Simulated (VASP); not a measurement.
# SnO (Romarchite) (P4/nmm) in VASP: further runs

SnO (Romarchite) is run at these levels: PBEsol; tasks: single point.

All numbers are computed with VASP 6.6.1; they aren't measurements. Logs are shortened: lines on timing, memory, paths and dates and some standing lists are left out, and cuts for length are marked.

**1. The cell of the first run**

It takes space group P4/nmm (No. 129, tetragonal). The conventional cell has a = 3.734 Å, b = 3.734 Å, c = 4.759 Å, α = 90.00°, β = 90.00°, γ = 90.00°. Sn (site symmetry 4mm) has 4 O at 2.18 Å within 2.9 Å. O (site symmetry -4m2) has 4 Sn at 2.18 Å and 4 O at 2.64 Å within 2.9 Å.

**2. Single point, PBEsol**

The input, INCAR:

```
  ALGO = Normal
  EDIFF = 1E-7
  ENCUT = 520
  GGA = PS
  ISIF = 2
  ISMEAR = -1
  LASPH = T
  LCHARG = F
  LREAL = F
  LWAVE = F
  NBANDS = 28
  NELM = 100
  PREC = Accurate
  SIGMA = 0.1
```

The input, KPOINTS:

```
k-points
0
Gamma
  6 6 4
```

The input, POSCAR:

```
SnO
1.0
    3.7342045089      0.0000000000      0.0000000000
    0.0000000000      3.7342045089      0.0000000000
    0.0000000000      0.0000000000      4.7587366889
Sn O
2 2
Direct
    0.5000000000      0.0000000000      0.2369000000
    0.0000000000      0.5000000000      0.7631000000
    0.0000000000      0.0000000000      0.0000000000
    0.5000000000      0.5000000000      0.0000000000
```

Potentials or basis: VASP PAW PBE potentials, release 64 (Sn_d, O).

On the command line:

```console
> cat potpaw_PBE.64/Sn_d/POTCAR potpaw_PBE.64/O/POTCAR > POTCAR
> mpirun -np 1 vasp_std > vasp.out
```

OUTCAR:

```text
EDIFF = 1E-7
   ENCUT = 520
   GGA = PS
   ISIF = 2
   ISMEAR = -1
   LASPH = T
   LREAL = F
   NELM = 100
   PREC = Accurate

 ion  position               nearest neighbor table
   1  0.500  0.000  0.237-   3 2.18   4 2.18   4 2.18   3 2.18   2 3.47   2 3.47   2 3.47   2 3.47
                             2 3.64   2 3.64   2 3.64   2 3.64
   2  0.000  0.500  0.763-   3 2.18   4 2.18   3 2.18   4 2.18   1 3.47   1 3.47   1 3.47   1 3.47
                             1 3.64   1 3.64   1 3.64   1 3.64
   3  0.000  0.000  0.000-   1 2.18   2 2.18   2 2.18   1 2.18
   4  0.500  0.500  0.000-   1 2.18   2 2.18   1 2.18   2 2.18

  LATTYP: Found a simple tetragonal cell.
 ALAT       =     3.7342045089
 C/A-ratio  =     1.2743642394

  Lattice vectors:

 A1 = (   3.7342045089,   0.0000000000,   0.0000000000)
 A2 = (   0.0000000000,   3.7342045089,   0.0000000000)
 A3 = (   0.0000000000,   0.0000000000,   4.7587366889)

Analysis of symmetry for initial positions (statically):
=====================================================================
 Subroutine PRICEL returns:
 Original cell was already a primitive cell.

 Routine SETGRP: Setting up the symmetry group for a
 simple tetragonal supercell.

 Subroutine GETGRP returns: Found 16 space group operations
 (whereof  8 operations were pure point group operations)
 out of a pool of 16 trial point group operations.

The static configuration has the point symmetry D_2d.
 The point group associated with its full space group is D_4h.

Analysis of symmetry for dynamics (positions and initial velocities):
=====================================================================
 Subroutine PRICEL returns:
 Original cell was already a primitive cell.

 Routine SETGRP: Setting up the symmetry group for a
 simple tetragonal supercell.

 Subroutine GETGRP returns: Found 16 space group operations
 (whereof  8 operations were pure point group operations)
 out of a pool of 16 trial point group operations.

The dynamic configuration has the point symmetry D_2d.
 The point group associated with its full space group is D_4h.

 Subroutine INISYM returns: Found 16 space group operations
 (whereof  8 operations are pure point group operations),
 and found     1 'primitive' translations

----------------------------------------------------------------------------------------

                                     Primitive cell

  volume of cell :      66.3572

  direct lattice vectors                    reciprocal lattice vectors
     3.734204509  0.000000000  0.000000000     0.267794653  0.000000000  0.000000000
     0.000000000  3.734204509  0.000000000     0.000000000  0.267794653  0.000000000
     0.000000000  0.000000000  4.758736689     0.000000000  0.000000000  0.210139805

  length of vectors
     3.734204509  3.734204509  4.758736689     0.267794653  0.267794653  0.210139805

  position of ions in fractional coordinates (direct lattice)
     0.500000000  0.000000000  0.236900000
     0.000000000  0.500000000  0.763100000
     0.000000000  0.000000000  0.000000000
     0.500000000  0.500000000  0.000000000

  ion indices of the primitive-cell ions
   primitive index   ion index
                 1           1
                 2           2
                 3           3
                 4           4

----------------------------------------------------------------------------------------

 KPOINTS: k-points

Automatic generation of k-mesh.
 Grid dimensions read from file:
 generate k-points for:    6    6    4

 Generating k-lattice:

  Cartesian coordinates                     Fractional coordinates (reciprocal lattice)
     0.044632442  0.000000000  0.000000000     0.166666667  0.000000000  0.000000000
     0.000000000  0.044632442  0.000000000     0.000000000  0.166666667  0.000000000
     0.000000000  0.000000000  0.052534951     0.000000000  0.000000000  0.250000000

  Length of vectors
     0.044632442  0.044632442  0.052534951

  Shift w.r.t. Gamma in fractional coordinates (k-lattice)
     0.000000000  0.000000000  0.000000000

 Subroutine IBZKPT returns following result:
 ===========================================

 Found     30 irreducible k-points:

 Following reciprocal coordinates:
            Coordinates               Weight
  0.000000  0.000000  0.000000      1.000000
  0.166667  0.000000  0.000000      4.000000
  0.333333  0.000000  0.000000      4.000000
  0.500000  0.000000  0.000000      2.000000
  0.166667  0.166667  0.000000      4.000000
  0.333333  0.166667  0.000000      8.000000
[... 16 lines left out ...]
  0.333333  0.000000  0.500000      4.000000
  0.500000  0.000000  0.500000      2.000000
 [... further k-points ...]
   k-points           NKPTS =     30   k-points in BZ     NKDIM =     30   number of bands    NBANDS=     28
   number of dos      NEDOS =    301   number of ions     NIONS =      4
   total plane-waves  NPLWV =  28224
   dimension x,y,z NGX =    28 NGY =   28 NGZ =   36
   dimension x,y,z NGXF=    56 NGYF=   56 NGZF=   72
   ions per type =               2   2
   NGX,Y,Z   is equivalent  to a cutoff of  12.47, 12.47, 12.58 a.u.
   NGXF,Y,Z  is equivalent  to a cutoff of  24.93, 24.93, 25.15 a.u.
 SYSTEM =  unknown system
   PREC   = accura    normal or accurate (medium, high low for compatibility)
   ISTART =      0    job   : 0-new  1-cont  2-samecut
   ICHARG =      2    charge: 1-file 2-atom 10-const
   ISPIN  =      1    spin polarized calculation?
   LNONCOLLINEAR =      F non collinear calculations
   LSORBIT =      F    spin-orbit coupling
   LASPH  =      T    aspherical Exc in radial PAW
   ENCUT  =  520.0 eV  38.22 Ry    6.18 a.u.   6.94  6.94  8.85*2*pi/ulx,y,z
   NELM   =    100;   NELMIN=  2; NELMDL= -5     # of ELM steps
   EDIFF  = 0.1E-06   stopping-criterion for ELM
   LREAL  =      F    real-space projection
   EDIFFG = 0.1E-05   stopping-criterion for IOM
   NSW    =      0    number of steps for IOM
   IBRION =     -1    ionic relax: 0-MD 1-quasi-New 2-CG
   NFREE  =      0    steps in history (QN), initial steepest desc. (CG)
   ISIF   =      2    stress and relaxation
   ISYM   =      2    0-nonsym 1-usesym 2-fastsym
   POTIM  = 0.5000    time-step for ionic-motion
   TEBEG  =    0.0;   TEEND  =   0.0 temperature during run
   PSTRESS=    0.0 pullay stress
   NELECT =      40.0000    total number of electrons
   NUPDOWN=      -1.0000    fix difference up-down
   EMIN   =  10.00;   EMAX   =-10.00  energy-range for DOS
   EFERMI =   0.00;   METHOD = LEGACY
   ISMEAR =    -1;   SIGMA  =   0.10  broadening in eV -4-tet -1-fermi 0-gaus
   EFERMI_NEDOS =   21; number of points for ismear=-14 and -15
   IALGO  =     38    algorithm
   IMIX   =      4    mixing-type and parameters
     AMIX     =   0.40;   BMIX     =  1.00
     AMIX_MAG =   1.60;   BMIX_MAG =  1.00
  volume/ion in A,a.u.               =      16.59       111.95
  Fermi-wavevector in a.u.,A,eV,Ry     =   1.382926  2.613351 26.020920  1.912484
  Thomas-Fermi vector in A             =   2.507572
   LORBIT       =      0    0 simple, 1 ext, 2 COOP (PROOUT), +10 PAW based schemes
   GGA     = PS    functional components
   LHFCALC =     F    Hartree Fock is set to
   AEXX    =    0.0000 exact exchange contribution
   IVDW    =     0    specifies the selected vdW correction
   LEPSILON=     F    determine dielectric tensor
   LRPA    =     F    only Hartree local field effects (RPA)
 non-spin polarized calculation
  energy-cutoff  :      520.00
  volume of cell :       66.36
 maximum number of plane-waves:      1812
 NGX is ok and might be reduce to    28
   NGX = 13   NGY = 13   NGZ = 17

 number of electron      40.0000018 magnetization

 Free energy of the ion-electron system (eV)
  ---------------------------------------------------
  ext. energy  EPLUGINS =         0.00000000
  ---------------------------------------------------
  free energy    TOTEN  =       -24.13420943 eV

  energy without entropy =      -24.12702442  energy(sigma->0) =      -24.13061692

 E-fermi :   7.9170     XC(G=0): -10.7603

 val. band max:        7.8621861197   @ k =   0.0000   0.0000   0.0000
 cond. band min:       8.6224524246   @ k =   0.5000   0.5000   0.2500
 fundamental gap:      0.7602663049
 Fermi energy:         7.9170167959

 k-point     1 :       0.0000    0.0000    0.0000
  band No.  band energies     occupation
      1     -14.4182      2.00000
      2     -13.8343      2.00000
      3     -13.8343      2.00000
      4     -13.8237      2.00000
      5     -13.7653      2.00000
      6     -13.7578      2.00000
[... 20 lines left out ...]
     27      14.5886      0.00000
     28      14.8601      0.00000

 k-point     2 :       0.1667    0.0000    0.0000
  band No.  band energies     occupation
      1     -14.4044      2.00000
      2     -13.9155      2.00000
      3     -13.8263      2.00000
      4     -13.8258      2.00000
      5     -13.7998      2.00000
      6     -13.7621      2.00000
[... 20 lines left out ...]
     27      14.8624      0.00000
     28      16.9408      0.00000

 k-point     3 :       0.3333    0.0000    0.0000
  band No.  band energies     occupation
      1     -14.3655      2.00000
      2     -14.1408      2.00000
      3     -13.8051      2.00000
      4     -13.8045      2.00000
      5     -13.7775      2.00000
      6     -13.7718      2.00000
[... 20 lines left out ...]
     27      15.4059      0.00000
     28      18.1158      0.00000

 k-point     4 :       0.5000    0.0000    0.0000
  band No.  band energies     occupation
      1     -14.2879      2.00000
      2     -14.2879      2.00000
      3     -13.7847      2.00000
      4     -13.7847      2.00000
      5     -13.7817      2.00000
      6     -13.7817      2.00000
[... 20 lines left out ...]
     27      16.3221      0.00000
     28      16.3221      0.00000

 k-point     5 :       0.1667    0.1667    0.0000
  band No.  band energies     occupation
      1     -14.3951      2.00000
      2     -14.0153      2.00000
      3     -13.8346      2.00000
      4     -13.8038      2.00000
      5     -13.7997      2.00000
      6     -13.7606      2.00000
[... 20 lines left out ...]
     27      16.4413      0.00000
     28      17.5128      0.00000

 k-point     6 :       0.3333    0.1667    0.0000
  band No.  band energies     occupation
      1     -14.3686      2.00000
      2     -14.1882      2.00000
      3     -13.8168      2.00000
      4     -13.7847      2.00000
      5     -13.7777      2.00000
      6     -13.7668      2.00000
[... 463 lines left out ...]
      5     -13.7644      2.00000
      6     -13.7380      2.00000
[... 20 lines left out ...]
     27      16.2791      0.00000
     28      16.2791      0.00000

 k-point    22 :       0.1667    0.0000    0.5000
  band No.  band energies     occupation
      1     -14.3906      2.00000
      2     -13.9531      2.00000
      3     -13.8158      2.00000
      4     -13.8063      2.00000
      5     -13.7925      2.00000
      6     -13.7669      2.00000
[... 20 lines left out ...]
     27      16.0228      0.00000
     28      17.0789      0.00000

 k-point    23 :       0.3333    0.0000    0.5000
  band No.  band energies     occupation
      1     -14.3675      2.00000
      2     -14.1732      2.00000
      3     -13.8212      2.00000
      4     -13.8017      2.00000
      5     -13.7822      2.00000
      6     -13.7810      2.00000
[... 20 lines left out ...]
     27      16.1669      0.00000
     28      17.8714      0.00000

 k-point    24 :       0.5000    0.0000    0.5000
  band No.  band energies     occupation
      1     -14.3078      2.00000
      2     -14.3078      2.00000
      3     -13.8218      2.00000
      4     -13.8218      2.00000
      5     -13.7731      2.00000
      6     -13.7731      2.00000
[... 20 lines left out ...]
     27      16.7023      0.00000
     28      16.7023      0.00000

 [... further k-points ...]

------------------------ aborting loop because EDIFF is reached ----------------------------------------

  FORCE on cell =-STRESS in cart. coord.  units (eV):
  Direction    XX          YY          ZZ          XY          YZ          ZX
  --------------------------------------------------------------------------------------
  -------------------------------------------------------------------------------------
  Total        2.8533863      2.8533863      2.1906143      0.0000000     -0.0000000      0.0000000
  in kB       68.8942985     68.8942985     52.8918339      0.0000000     -0.0000000      0.0000000
  external PRESSURE =      63.5601437 kB  Pullay stress =       0.0000000 kB

 VOLUME and BASIS-vectors are now :
 -----------------------------------------------------------------------------
  energy-cutoff  :      520.00
  volume of cell :       66.36
      direct lattice vectors                 reciprocal lattice vectors
     3.734204509  0.000000000  0.000000000     0.267794653  0.000000000  0.000000000
     0.000000000  3.734204509  0.000000000     0.000000000  0.267794653  0.000000000
     0.000000000  0.000000000  4.758736689     0.000000000  0.000000000  0.210139805

 POSITION                                       TOTAL-FORCE (eV/Angst)
 -----------------------------------------------------------------------------------
      1.86710      0.00000      1.12734        -0.000000     -0.000000      1.128230
      0.00000      1.86710      3.63139        -0.000000      0.000000     -1.128230
      0.00000      0.00000      0.00000        -0.000000      0.000000      0.000000
      1.86710      1.86710      0.00000         0.000000     -0.000000      0.000000
 -----------------------------------------------------------------------------------
    total drift:                                0.000000      0.000000      0.000000

  FREE ENERGIE OF THE ION-ELECTRON SYSTEM (eV)
  ---------------------------------------------------
  free  energy   TOTEN  =       -24.1342094260 eV

  energy  without entropy=      -24.1270244171  energy(sigma->0) =      -24.13061692
```

It took 25 s on 1 thread of Intel Xeon 6975P-C (Granite Rapids), shared host; peak memory 0.18 GiB.

Results:

```yaml
Free_energy: -24.1342 eV
Pressure: 6.4 GPa
Largest_force: 1.128 eV/Å
Band_gap_on_the_k_mesh: zero (band 20 reaches 7.86 eV, above the bottom of band 21 at 7.73 eV)
```

Forces in eV/Å, atoms in the order of the input:
```
Sn   0.000  0.000  1.128
Sn   0.000  0.000 -1.128
O    0.000  0.000  0.000
O    0.000  0.000  0.000
```

Stress tensor (GPa, compression positive):
```
6.89 0.00 0.00
0.00 6.89 0.00
0.00 0.00 5.29
```

Levels at points of the mesh, in eV from the Fermi level:
| k point | band 17 | band 18 | band 19 | band 20 | band 21 | band 22 | band 23 | band 24 |
| --- | --- | --- | --- | --- | --- | --- | --- | --- |
| (0.00, 0.00, 0.00) | -3.98 | -3.69 | -3.69 | -0.05 | 2.07 | 4.11 | 4.67 | 4.67 |
| (0.50, 0.00, 0.00) | -5.48 | -5.48 | -3.06 | -3.06 | 3.16 | 3.16 | 5.94 | 5.94 |
| (0.50, 0.50, 0.00) | -2.98 | -2.98 | -2.03 | -2.03 | -0.18 | -0.18 | 4.23 | 4.23 |
| (0.00, 0.00, 0.50) | -3.70 | -3.70 | -3.07 | -2.60 | 1.42 | 2.78 | 2.78 | 3.61 |
| (0.50, 0.00, 0.50) | -5.44 | -5.44 | -2.00 | -2.00 | 2.49 | 2.49 | 5.43 | 5.43 |
| (0.50, 0.50, 0.50) | -2.98 | -2.98 | -2.91 | -2.91 | 2.15 | 2.15 | 4.00 | 4.00 |

Caveat: the PAW data sets were made with another functional, which shifts forces and pressure a little; spin-orbit coupling is left out, which moves the levels of the heavy elements.

**3. Single point, PBEsol**

This run uses another cell than the first one, of 17.11 Å³/atom, 1.032 times its volume.

The input, INCAR:

```
SYSTEM = SnO
PREC = Accurate
ENCUT = 520
EDIFF = 1E-7
ISMEAR = -1
SIGMA = 0.1
LREAL = .FALSE.
LASPH = .TRUE.
NELM = 60
ALGO = Normal
ISIF = 2
LWAVE = .FALSE.
LCHARG = .FALSE.
GGA = PS
NBANDS = 28
```

The input, KPOINTS:

```
regular mesh
0
G
  6 6 4
  0 0 0
```

The input, POSCAR:

```
SnO
1.0
    3.7731052721      0.0000000000      0.0000000000
    0.0000000000      3.7731052721      0.0000000000
    0.0000000000      0.0000000000      4.8083104305
Sn O
2 2
Direct
    0.5000000000      0.0000000000      0.2369000000
    0.0000000000      0.5000000000      0.7631000000
    0.0000000000      0.0000000000      0.0000000000
    0.5000000000      0.5000000000      0.0000000000
```

Potentials or basis: VASP PAW PBE potentials, release 64 (Sn_d, O).

On the command line:

```console
> cat potpaw_PBE.64/Sn_d/POTCAR potpaw_PBE.64/O/POTCAR > POTCAR
> mpirun -np 1 vasp_std > vasp.out
```

Run time: 24 s. Hardware: 1 thread of Intel Xeon 6975P-C (Granite Rapids), shared host; peak memory 0.19 GiB.

Results (log left out):

```
Free energy            : -24.1954 eV
Pressure               : 2.8 GPa
Largest force          : 0.631 eV/Å
Band gap on the k mesh : zero (band 20 reaches 7.37 eV, above the bottom of band 21 at 7.35 eV)
```

Forces in eV/Å, atoms in the order of the input:
```
Sn   0.000  0.000  0.631
Sn   0.000  0.000 -0.631
O    0.000  0.000  0.000
O    0.000  0.000  0.000
```

Stress tensor (GPa, compression positive):
```
3.01 0.00 0.00
0.00 3.01 0.00
0.00 0.00 2.31
```

Levels at points of the mesh, in eV from the Fermi level:
```tsv
k point	band 16	band 17	band 18	band 19	band 20	band 21	band 22	band 23	band 24	band 25
(0.00, 0.00, 0.00)	-6.69	-3.77	-3.47	-3.47	-0.08	1.99	4.13	4.64	4.64	5.60
(0.50, 0.00, 0.00)	-5.37	-5.21	-5.21	-2.91	-2.91	3.10	3.10	5.88	5.88	5.89
(0.50, 0.50, 0.00)	-5.51	-2.78	-2.78	-1.99	-1.99	-0.09	-0.09	4.26	4.26	7.21
(0.00, 0.00, 0.50)	-3.84	-3.49	-3.49	-3.16	-2.43	1.45	2.83	2.83	3.58	7.71
(0.50, 0.00, 0.50)	-5.84	-5.18	-5.18	-1.90	-1.90	2.47	2.47	5.38	5.38	6.61
(0.50, 0.50, 0.50)	-5.97	-2.82	-2.82	-2.78	-2.78	2.21	2.21	3.93	3.93	5.50
```

Caveat: the PAW data sets were made with another functional, which shifts forces and pressure a little; spin-orbit coupling is left out, which moves the levels of the heavy elements.

**4. Single point, PBEsol**

This run uses another cell than the first one, of 17.64 Å³/atom, 1.063 times its volume.

The input, INCAR:

```
  ALGO = Normal
  EDIFF = 1E-6
  ENCUT = 520
  GGA = PS
  ISIF = 2
  ISMEAR = -1
  LASPH = T
  LCHARG = T
  LELF = T
  LREAL = F
  LVHAR = T
  LWAVE = F
  NBANDS = 28
  NELM = 100
  PREC = Accurate
  SIGMA = 0.1
```

The input, KPOINTS:

```
k-points
0
Gamma
  6 6 4
```

The input, POSCAR:

```
SnO
1.0
    3.8112200263      0.0000000000      0.0000000000
    0.0000000000      3.8112200263      0.0000000000
    0.0000000000      0.0000000000      4.8568825102
Sn O
2 2
Direct
    0.5000000000      0.0000000000      0.2369000000
    0.0000000000      0.5000000000      0.7631000000
    0.0000000000      0.0000000000      0.0000000000
    0.5000000000      0.5000000000      0.0000000000
```

On the command line:

```console
> cat potpaw_PBE.64/Sn_d/POTCAR potpaw_PBE.64/O/POTCAR > POTCAR
> mpirun -np 1 vasp_std > vasp.out
```

It took 23 s on 1 thread of Intel Xeon 6975P-C (Granite Rapids), shared host; peak memory 0.18 GiB.

Results (log left out):

| Quantity | Value |
| --- | --- |
| Free energy | -24.2134 eV |
| Pressure | -0.3 GPa |
| Largest force | 0.184 eV/Å |

Forces in eV/Å, atoms in the order of the input:
```
Sn   0.000  0.000  0.184
Sn   0.000  0.000 -0.184
O    0.000  0.000  0.000
O    0.000  0.000  0.000
```

Levels at points of the mesh, in eV from the Fermi level:
```csv
k point,band 16,band 17,band 18,band 19,band 20,band 21,band 22,band 23,band 24,band 25
"(0.00, 0.00, 0.00)",-6.40,-3.57,-3.28,-3.28,-0.11,1.91,4.14,4.60,4.60,5.54
"(0.50, 0.00, 0.00)",-5.13,-4.97,-4.97,-2.78,-2.78,3.04,3.04,5.79,5.79,5.80
"(0.50, 0.50, 0.00)",-5.25,-2.61,-2.61,-1.96,-1.96,-0.02,-0.02,4.28,4.28,7.07
"(0.00, 0.00, 0.50)",-3.64,-3.29,-3.29,-3.27,-2.29,1.47,2.85,2.85,3.54,7.69
"(0.50, 0.00, 0.50)",-5.59,-4.93,-4.93,-1.82,-1.82,2.43,2.43,5.31,5.31,6.50
"(0.50, 0.50, 0.50)",-5.70,-2.76,-2.76,-2.61,-2.61,2.25,2.25,3.85,3.85,5.43
```

Caveat: the PAW data sets were made with another functional, which shifts forces and pressure a little; spin-orbit coupling is left out, which moves the levels of the heavy elements.

(Continued in part 2 of 2.)
